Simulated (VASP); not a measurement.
A run of VASP 6.6.1 is set up as follows.

The input INCAR:

```
ALGO = Fast
EDIFF = 1E-6
ENCUT = 520
GGA = PE
ISIF = 2
ISMEAR = 0
LASPH = T
LCHARG = F
LREAL = F
LWAVE = F
NBANDS = 13
NELM = 80
PREC = Accurate
SIGMA = 0.15
```

KPOINTS

```
k-points
0
Gamma
  22 22 22
```

File POSCAR:

```
W
1.0
   -1.3234304498      1.5322779220      1.5322779220
    1.5322779220     -1.3234304498      1.5322779220
    1.5322779220      1.5322779220     -1.3234304498
W
1
Direct
    0.0000000000      0.0000000000      0.0000000000
```

Potentials or basis: VASP PAW PBE potentials, release 64 (W_sv).

Run with:

```console
$ cat potpaw_PBE.64/W_sv/POTCAR > POTCAR
$ mpirun -np 1 vasp_std > vasp.out
```

Estimate the pressure.

61.1 GPa.

What does it give for the band gap on the k mesh?

Zero (band 7 reaches 15.46 eV, above the bottom of band 8 at 11.87 eV).

Stress tensor (GPa, compression positive):
```
 61.12 -21.26 -21.26
-21.26  61.12 -21.26
-21.26 -21.26  61.12
```

Caveat: spin-orbit coupling is left out, which moves the levels of the heavy elements.
